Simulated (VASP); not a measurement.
# BN (BN (P6_3/mmc)) (P6_3/mmc) in VASP: single point with PBE

Aim: the single point of BN (BN (P6_3/mmc)) with PBE.

Everything below comes from runs of VASP 6.6.1. Logs are shortened: lines on timing, memory, paths and dates and some standing lists are left out, and cuts for length are marked.

### Step 1. The cell of the first run

The structure is hexagonal, space group P6_3/mmc (No. 194). The conventional cell has a = 2.488 Å, b = 2.488 Å, c = 6.495 Å, α = 90.00°, β = 90.00°, γ = 120.00°. Within 1.9 Å of B (site symmetry -6m2) lie 3 N at 1.44 Å. N (site symmetry -6m2) has 3 B at 1.44 Å within 1.9 Å.

### Step 2. Single point, PBE

Input file INCAR:

```
SYSTEM = BN
  PREC = Accurate
  ENCUT = 520
  EDIFF = 1E-7
  ISMEAR = -1
  SIGMA = 0.01
  LREAL = .False.
  LASPH = .True.
  NELM = 80
  ALGO = Normal
  ISIF = 2
  LWAVE = .False.
  LCHARG = .False.
  GGA = PE
  NBANDS = 16
```

Input file KPOINTS:

```
Automatic mesh
0
Gamma
  13 13 5
  0 0 0
```

Input file POSCAR:

```
BN
1.0
    2.4883437615      0.0000000000      0.0000000000
   -1.2441718807      2.1549689108      0.0000000000
    0.0000000000      0.0000000000      6.4954828762
B N
2 2
Direct
    0.3333333333      0.6666666667      0.2500000000
    0.6666666667      0.3333333333      0.7500000000
    0.3333333333      0.6666666667      0.7500000000
    0.6666666667      0.3333333333      0.2500000000
```

Potentials or basis: VASP PAW PBE potentials, release 64 (B, N).

Run with:

```bash
cat potpaw_PBE.64/B/POTCAR potpaw_PBE.64/N/POTCAR > POTCAR
mpirun -np 1 vasp_std > vasp.out
```

OUTCAR:

```text
SYSTEM = BN
   PREC = Accurate
   ENCUT = 520
   EDIFF = 1E-7
   ISMEAR = -1
   LREAL = .False.
   LASPH = .True.
   NELM = 80
   ISIF = 2
   GGA = PE

 ion  position               nearest neighbor table
   1  0.333  0.667  0.250-   4 1.44   4 1.44   4 1.44
   2  0.667  0.333  0.750-   3 1.44   3 1.44   3 1.44
   3  0.333  0.667  0.750-   2 1.44   2 1.44   2 1.44
   4  0.667  0.333  0.250-   1 1.44   1 1.44   1 1.44

  LATTYP: Found a hexagonal cell.
 ALAT       =     2.4883437615
 C/A-ratio  =     2.6103639604

  Lattice vectors:

 A1 = (   2.4883437615,   0.0000000000,   0.0000000000)
 A2 = (  -1.2441718807,   2.1549689108,   0.0000000000)
 A3 = (   0.0000000000,   0.0000000000,   6.4954828762)

Analysis of symmetry for initial positions (statically):
=====================================================================
 Subroutine PRICEL returns:
 Original cell was already a primitive cell.

 Routine SETGRP: Setting up the symmetry group for a
 hexagonal supercell.

 Subroutine GETGRP returns: Found 24 space group operations
 (whereof 12 operations were pure point group operations)
 out of a pool of 24 trial point group operations.

The static configuration has the point symmetry D_3d.
 The point group associated with its full space group is D_6h.

Analysis of symmetry for dynamics (positions and initial velocities):
=====================================================================
 Subroutine PRICEL returns:
 Original cell was already a primitive cell.

 Routine SETGRP: Setting up the symmetry group for a
 hexagonal supercell.

 Subroutine GETGRP returns: Found 24 space group operations
 (whereof 12 operations were pure point group operations)
 out of a pool of 24 trial point group operations.

The dynamic configuration has the point symmetry D_3d.
 The point group associated with its full space group is D_6h.

 Subroutine INISYM returns: Found 24 space group operations
 (whereof 12 operations are pure point group operations),
 and found     1 'primitive' translations

----------------------------------------------------------------------------------------

                                     Primitive cell

  volume of cell :      34.8308

  direct lattice vectors                    reciprocal lattice vectors
     2.488343761  0.000000000  0.000000000     0.401873734  0.232021909  0.000000000
    -1.244171881  2.154968911  0.000000000     0.000000000  0.464043818  0.000000000
     0.000000000  0.000000000  6.495482876     0.000000000  0.000000000  0.153953142

  length of vectors
     2.488343761  2.488343761  6.495482876     0.464043818  0.464043818  0.153953142

  position of ions in fractional coordinates (direct lattice)
     0.333333333  0.666666667  0.250000000
     0.666666667  0.333333333  0.750000000
     0.333333333  0.666666667  0.750000000
     0.666666667  0.333333333  0.250000000

  ion indices of the primitive-cell ions
   primitive index   ion index
                 1           1
                 2           2
                 3           3
                 4           4

----------------------------------------------------------------------------------------

 KPOINTS: Automatic mesh

Automatic generation of k-mesh.
 Grid dimensions read from file:
 generate k-points for:   13   13    5

 Generating k-lattice:

  Cartesian coordinates                     Fractional coordinates (reciprocal lattice)
     0.030913364  0.017847839  0.000000000     0.076923077  0.000000000  0.000000000
     0.000000000  0.035695678  0.000000000     0.000000000  0.076923077  0.000000000
     0.000000000  0.000000000  0.030790628     0.000000000  0.000000000  0.200000000

  Length of vectors
     0.035695678  0.035695678  0.030790628

  Shift w.r.t. Gamma in fractional coordinates (k-lattice)
     0.000000000  0.000000000  0.000000000

 Subroutine IBZKPT returns following result:
 ===========================================

 Found     63 irreducible k-points:

 Following reciprocal coordinates:
            Coordinates               Weight
  0.000000  0.000000  0.000000      1.000000
  0.076923 -0.000000  0.000000      6.000000
  0.153846 -0.000000  0.000000      6.000000
  0.230769  0.000000  0.000000      6.000000
  0.307692 -0.000000  0.000000      6.000000
  0.384615  0.000000  0.000000      6.000000
[... 16 lines left out ...]
  0.076923 -0.000000  0.200000     12.000000
  0.153846 -0.000000  0.200000     12.000000
 [... further k-points ...]
   k-points           NKPTS =     63   k-points in BZ     NKDIM =     63   number of bands    NBANDS=     16
   number of dos      NEDOS =    301   number of ions     NIONS =      4
   total plane-waves  NPLWV =  19200
   dimension x,y,z NGX =    20 NGY =   20 NGZ =   48
   dimension x,y,z NGXF=    40 NGYF=   40 NGZF=   96
   ions per type =               2   2
   NGX,Y,Z   is equivalent  to a cutoff of  13.36, 13.36, 12.29 a.u.
   NGXF,Y,Z  is equivalent  to a cutoff of  26.72, 26.72, 24.57 a.u.
 SYSTEM =  BN
   PREC   = accura    normal or accurate (medium, high low for compatibility)
   ISTART =      0    job   : 0-new  1-cont  2-samecut
   ICHARG =      2    charge: 1-file 2-atom 10-const
   ISPIN  =      1    spin polarized calculation?
   LNONCOLLINEAR =      F non collinear calculations
   LSORBIT =      F    spin-orbit coupling
   LASPH  =      T    aspherical Exc in radial PAW
   ENCUT  =  520.0 eV  38.22 Ry    6.18 a.u.   4.63  4.63 12.08*2*pi/ulx,y,z
   NELM   =     80;   NELMIN=  2; NELMDL= -5     # of ELM steps
   EDIFF  = 0.1E-06   stopping-criterion for ELM
   LREAL  =      F    real-space projection
   EDIFFG = 0.1E-05   stopping-criterion for IOM
   NSW    =      0    number of steps for IOM
   IBRION =     -1    ionic relax: 0-MD 1-quasi-New 2-CG
   NFREE  =      0    steps in history (QN), initial steepest desc. (CG)
   ISIF   =      2    stress and relaxation
   ISYM   =      2    0-nonsym 1-usesym 2-fastsym
   POTIM  = 0.5000    time-step for ionic-motion
   TEBEG  =    0.0;   TEEND  =   0.0 temperature during run
   PSTRESS=    0.0 pullay stress
   NELECT =      16.0000    total number of electrons
   NUPDOWN=      -1.0000    fix difference up-down
   EMIN   =  10.00;   EMAX   =-10.00  energy-range for DOS
   EFERMI =   0.00;   METHOD = LEGACY
   ISMEAR =    -1;   SIGMA  =   0.01  broadening in eV -4-tet -1-fermi 0-gaus
   EFERMI_NEDOS =   21; number of points for ismear=-14 and -15
   IALGO  =     38    algorithm
   IMIX   =      4    mixing-type and parameters
     AMIX     =   0.40;   BMIX     =  1.00
     AMIX_MAG =   1.60;   BMIX_MAG =  1.00
  volume/ion in A,a.u.               =       8.71        58.76
  Fermi-wavevector in a.u.,A,eV,Ry     =   1.263166  2.387038 21.709310  1.595589
  Thomas-Fermi vector in A             =   2.396537
   LORBIT       =      0    0 simple, 1 ext, 2 COOP (PROOUT), +10 PAW based schemes
   GGA     = PE    functional components
   LHFCALC =     F    Hartree Fock is set to
   AEXX    =    0.0000 exact exchange contribution
   IVDW    =     0    specifies the selected vdW correction
   LEPSILON=     F    determine dielectric tensor
   LRPA    =     F    only Hartree local field effects (RPA)
 non-spin polarized calculation
  energy-cutoff  :      520.00
  volume of cell :       34.83
 maximum number of plane-waves:       961
 NGX is ok and might be reduce to    20
   NGX =  9   NGY =  9   NGZ = 25

 number of electron      16.0000000 magnetization

 Free energy of the ion-electron system (eV)
  ---------------------------------------------------
  ext. energy  EPLUGINS =         0.00000000
  ---------------------------------------------------
  free energy    TOTEN  =       -35.11539408 eV

  energy without entropy =      -35.11539408  energy(sigma->0) =      -35.11539408

 E-fermi :   2.8722     XC(G=0): -10.2553

 val. band max:        2.5845349661   @ k =   0.3077   0.3077   0.0000
 cond. band min:       6.8740704286   @ k =   0.4615   0.0769   0.0000
 fundamental gap:      4.2895354625
 Fermi energy:         2.8722432812

 k-point     1 :       0.0000    0.0000    0.0000
  band No.  band energies     occupation
      1     -15.4006      2.00000
      2     -15.0550      2.00000
      3      -3.8716      2.00000
      4      -1.5232      2.00000
      5       1.2260      2.00000
      6       1.2260      2.00000
[... 8 lines left out ...]
     15      15.1989      0.00000
     16      15.8055      0.00000

 k-point     2 :       0.0769   -0.0000    0.0000
  band No.  band energies     occupation
      1     -15.2826      2.00000
      2     -14.9416      2.00000
      3      -3.7098      2.00000
      4      -1.3787      2.00000
      5       0.7429      2.00000
      6       0.7844      2.00000
[... 8 lines left out ...]
     15      15.3545      0.00000
     16      15.5962      0.00000

 k-point     3 :       0.1538   -0.0000    0.0000
  band No.  band energies     occupation
      1     -14.9342      2.00000
      2     -14.6069      2.00000
      3      -3.2293      2.00000
      4      -0.9531      2.00000
      5      -0.5111      2.00000
      6      -0.4630      2.00000
[... 8 lines left out ...]
     15      16.3092      0.00000
     16      16.5744      0.00000

 k-point     4 :       0.2308    0.0000    0.0000
  band No.  band energies     occupation
      1     -14.3735      2.00000
      2     -14.0701      2.00000
      3      -2.4471      2.00000
      4      -2.1569      2.00000
      5      -2.0876      2.00000
      6      -0.2731      2.00000
[... 8 lines left out ...]
     15      18.2247      0.00000
     16      18.3551      0.00000
[... 324 lines left out ...]
 k-point    22 :       0.0000    0.0000    0.2000
  band No.  band energies     occupation
      1     -15.3695      2.00000
      2     -15.0903      2.00000
      3      -3.6875      2.00000
      4      -1.8083      2.00000
      5       1.2302      2.00000
      6       1.2302      2.00000
[... 8 lines left out ...]
     15      15.3426      0.00000
     16      15.7786      0.00000

 k-point    23 :       0.0769   -0.0000    0.2000
  band No.  band energies     occupation
      1     -15.2521      2.00000
      2     -14.9764      2.00000
      3      -3.5271      2.00000
      4      -1.6622      2.00000
      5       0.7479      2.00000
      6       0.7827      2.00000
[... 8 lines left out ...]
     15      15.3795      0.00000
     16      15.5771      0.00000

 k-point    24 :       0.1538   -0.0000    0.2000
  band No.  band energies     occupation
      1     -14.9049      2.00000
      2     -14.6402      2.00000
      3      -3.0517      2.00000
      4      -1.2385      2.00000
      5      -0.5028      2.00000
      6      -0.4537      2.00000
[... 8 lines left out ...]
     15      16.1866      0.00000
     16      16.2957      0.00000

 [... further k-points ...]
[... 5 lines left out ...]
  --------------------------------------------------------------------------------------
  -------------------------------------------------------------------------------------
  Total        2.4036233      2.4036233      0.8029986      0.0000000     -0.0000000      0.0000000
  in kB      110.5641054    110.5641054     36.9370774      0.0000000     -0.0000000      0.0000000
  external PRESSURE =      86.0217627 kB  Pullay stress =       0.0000000 kB

 VOLUME and BASIS-vectors are now :
 -----------------------------------------------------------------------------
  energy-cutoff  :      520.00
  volume of cell :       34.83
      direct lattice vectors                 reciprocal lattice vectors
     2.488343761  0.000000000  0.000000000     0.401873734  0.232021909  0.000000000
    -1.244171881  2.154968911  0.000000000     0.000000000  0.464043818  0.000000000
     0.000000000  0.000000000  6.495482876     0.000000000  0.000000000  0.153953142

 POSITION                                       TOTAL-FORCE (eV/Angst)
 -----------------------------------------------------------------------------------
     -0.00000      1.43665      1.62387        -0.000000      0.000000      0.000000
      1.24417      0.71832      4.87161         0.000000     -0.000000      0.000000
     -0.00000      1.43665      4.87161        -0.000000      0.000000      0.000000
      1.24417      0.71832      1.62387         0.000000     -0.000000      0.000000
 -----------------------------------------------------------------------------------
    total drift:                                0.000000     -0.000000      0.000000

  FREE ENERGIE OF THE ION-ELECTRON SYSTEM (eV)
  ---------------------------------------------------
  free  energy   TOTEN  =       -35.1153940816 eV

  energy  without entropy=      -35.1153940816  energy(sigma->0) =      -35.11539408
```

It took 23 s on 1 thread of Intel Xeon Platinum 8488C (Sapphire Rapids), shared host; peak memory 0.16 GiB.

What came out:

| Quantity | Value |
| --- | --- |
| Free energy | -35.1154 eV |
| Pressure | 8.6 GPa |
| Band gap on the k mesh | 4.29 eV, indirect (least direct gap 4.67 eV) |

Levels at points of the mesh, in eV from the valence-band top:
```tsv
k point	band 4	band 5	band 6	band 7	band 8	band 9	band 10	band 11	band 12	band 13
(0.00, 0.00, 0.00)	-4.11	-1.36	-1.36	-1.31	-1.31	5.36	10.60	11.65	11.65	11.79
```

Caveat: this functional lacks dispersion, which binds the layers, so the pressure and a relaxed spacing across them are unreliable. PBE gaps usually lie below the measured ones, often by a third to a half.
